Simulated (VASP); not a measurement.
Write the native input for VASP 6.6.1 that does the following.

* Task: single point
* Functional: PBE
* Potentials or basis: VASP PAW PBE potentials, release 64 (Mn_pv, V_sv, C, N)
* Cutoff: 520 eV
* k mesh: 4 × 4 × 4
* Occupations: gaussian, width 0.1 eV
* Spin: collinear spin, ferromagnetic start
* Starting moments: [4.0, 2.0, 0.0, 0.0, 0.0, 0.0, 0.0, 0.0, 0.0, 0.0] μB
* Dipole correction: no
* Further INCAR settings: ALGO = Normal; EDIFF = 1e-07; NBANDS = 46

The structure of MnVC4N4 lies in POSCAR:

```
MnVC4N4
1.0
    5.9068706000      0.0000000000      0.0000000000
    0.0000000000      5.9068706000      0.0000000000
    0.0000000000      0.0000000000      5.9068706000
Mn V C N
1 1 4 4
Direct
    0.0000000000      0.0000000000      0.0000000000
    0.5000000000      0.5000000000      0.5000000000
    0.1894243000      0.1894243000      0.1894243000
    0.1894243000      0.8105757000      0.8105757000
    0.8105757000      0.1894243000      0.8105757000
    0.8105757000      0.8105757000      0.1894243000
    0.3037826200      0.3037826200      0.3037826200
    0.3037826200      0.6962173800      0.6962173800
    0.6962173800      0.3037826200      0.6962173800
    0.6962173800      0.6962173800      0.3037826200
```

These files were run (other wordings do the same):

INCAR

```
SYSTEM = MnVC4N4
PREC     = Accurate       ! precision mode
ENCUT    = 520            ! plane-wave cutoff, eV
EDIFF    = 1E-7           ! SCF threshold, eV
ISMEAR   = 0              ! smearing method
SIGMA    = 0.1            ! smearing width, eV
LREAL    = .FALSE.        ! projectors in reciprocal space
LASPH    = .TRUE.         ! aspherical terms in the spheres
NELM     = 150            ! most SCF steps
ALGO     = Normal         ! electronic algorithm
ISIF     = 2              ! what is computed and relaxed
LWAVE    = .FALSE.        ! write WAVECAR
LCHARG   = .FALSE.        ! write CHGCAR
ISPIN    = 2              ! spin polarisation
MAGMOM   = 4 2 0 0 0 0 0 0 0 0 ! initial moments
LORBIT   = 11             ! projections on sites
LMAXMIX  = 4              ! l up to which the mixer works
GGA      = PE             ! functional
NBANDS   = 46             ! bands
```

KPOINTS

```
Automatic mesh
0
G
  4 4 4
  0 0 0
```

Potentials or basis: VASP PAW PBE potentials, release 64 (Mn_pv, V_sv, C, N).

Run with:

```console
$ cat potpaw_PBE.64/Mn_pv/POTCAR potpaw_PBE.64/V_sv/POTCAR potpaw_PBE.64/C/POTCAR potpaw_PBE.64/N/POTCAR > POTCAR
$ mpirun -np 1 vasp_std > vasp.out
```

Results of the run:

```yaml
Pressure: 0.9 GPa
Largest_force: 2.836 eV/Å
Band_gap_on_the_k_mesh: zero (filled and empty bands overlap)
Net_moment: 2.00 μB per cell
Site_moments: Mn +3.32; V -1.85; C -0.07; N +0.13 μB
Valence_electrons_inside_the_program's_atomic_spheres: Mn 11.81; V 11.33; C 2.59; N 3.92
```

Caveat: a cell with one magnetic atom can't hold antiferromagnetic order, which such compounds often take; forces of over 1 eV/Å act on the atoms, so gaps and moduli don't describe the material at rest.

Run time: 6.2 min on 1 thread of Intel(R) Xeon(R) Platinum 8259CL CPU @ 2.50GHz (Skylake/Cascade Lake), with other jobs on the host, peak memory 0.48 GiB.
